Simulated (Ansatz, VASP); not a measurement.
## CuI: VASP beside Ansatz

INCAR

```
SYSTEM = CuI
PREC     = Accurate       ! precision mode
ENCUT    = 600            ! plane-wave cutoff, eV
EDIFF    = 1E-6           ! SCF threshold, eV
ISMEAR   = 0              ! smearing method
SIGMA    = 0.01           ! smearing width, eV
LREAL    = .False.        ! projectors in reciprocal space
LASPH    = .True.         ! aspherical terms in the spheres
NELM     = 120            ! most SCF steps
ALGO     = Normal         ! electronic algorithm
ISIF     = 2              ! what is computed and relaxed
LWAVE    = .False.        ! write WAVECAR
LCHARG   = .False.        ! write CHGCAR
GGA      = PE             ! functional
NBANDS   = 16             ! bands
GGA_COMPAT= .False.
```

KPOINTS

```
Automatic mesh
0
Gamma
  6 6 6
  0 0 0
```

The input POSCAR:

```
CuI
1.0
    0.0000000000      3.0990616540      3.0990616540
    3.0990616540      0.0000000000      3.0990616540
    3.0990616540      3.0990616540      0.0000000000
Cu I
1 1
Direct
    0.2500000000      0.2500000000      0.2500000000
    0.0000000000      0.0000000000      0.0000000000
```

Input for Ansatz:

```yaml
crystal:
  lattice:
    - [0.0, 3.099061654, 3.099061654]
    - [3.099061654, 0.0, 3.099061654]
    - [3.099061654, 3.099061654, 0.0]
  atoms:
    - { symbol: Cu, position: [0.25, 0.25, 0.25] }
    - { symbol: I, position: [0.0, 0.0, 0.0] }
kpoints:
  mp_grid: { grid: [6, 6, 6] }
hamiltonian:
  xc: pbe
scf:
  occupations: { method: fixed }
  n_extra_bands: 4
output:
  forces: true
  stress: true
  eigenvalues: true
```

Alike in both runs: task single point; functional PBE; k mesh 6 × 6 × 6; no spin polarisation.

|  | VASP | Ansatz |
| --- | --- | --- |
| version | VASP 6.6.1 | Ansatz 0.2.0 |
| potentials or method | VASP PAW PBE potentials, release 64 (Cu, I) | plane waves, PAW |
| plane-wave cutoff (eV) | 600 | 420 |
| occupations | gaussian, width 0.01 eV | fixed |
| valence electrons in the cell | 18 | 36 |

```tsv
	VASP	Ansatz	Ansatz less VASP
gap on the k mesh at the Fermi level (eV)	0.98	0.96	-0.020
pressure (GPa)	-1.7	-1.9	-0.20
```

VASP's potentials hold 18 valence electrons a cell and Ansatz's 36, so a difference there can come from the potentials and not from the codes.

Neither program's run includes spin-orbit coupling.
